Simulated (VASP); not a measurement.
A run of VASP 6.6.1 is set up as follows.

File INCAR:

```
ALGO     = Fast           # electronic algorithm
EDIFF    = 1E-6           # SCF threshold, eV
ENCUT    = 520            # plane-wave cutoff, eV
GGA      = PS             # functional
ISIF     = 2              # what is computed and relaxed
ISMEAR   = 0              # smearing method
IVDW     = 12             # dispersion correction
LASPH    = True           # aspherical terms in the spheres
LCHARG   = False          # write CHGCAR
LREAL    = False          # projectors in reciprocal space
LWAVE    = False          # write WAVECAR
NBANDS   = 14             # bands
NELM     = 100            # most SCF steps
PREC     = Accurate       # precision mode
SIGMA    = 0.15           # smearing width, eV
```

Contents of KPOINTS:

```
k-points
0
Gamma
  16 16 16
```

POSCAR

```
Bi
1.0
   -1.9238684612      1.9238684612      1.9238684612
    1.9238684612     -1.9238684612      1.9238684612
    1.9238684612      1.9238684612     -1.9238684612
Bi
1
Direct
    0.0000000000      0.0000000000      0.0000000000
```

Potentials or basis: VASP PAW PBE potentials, release 64 (Bi_d).

Command:

```console
$ cat potpaw_PBE.64/Bi_d/POTCAR > POTCAR
$ mpirun -np 1 vasp_std > vasp.out
```

(1) What does it give for the band gap on the k mesh?

(2) Estimate the pressure.

## Answers

(1) zero (an odd number of electrons rules out a gap without spin polarisation).

(2) 0.0 GPa.

Caveat: the PAW data sets were made with another functional, which shifts forces and pressure a little; spin-orbit coupling is left out, which moves the levels of the heavy elements.
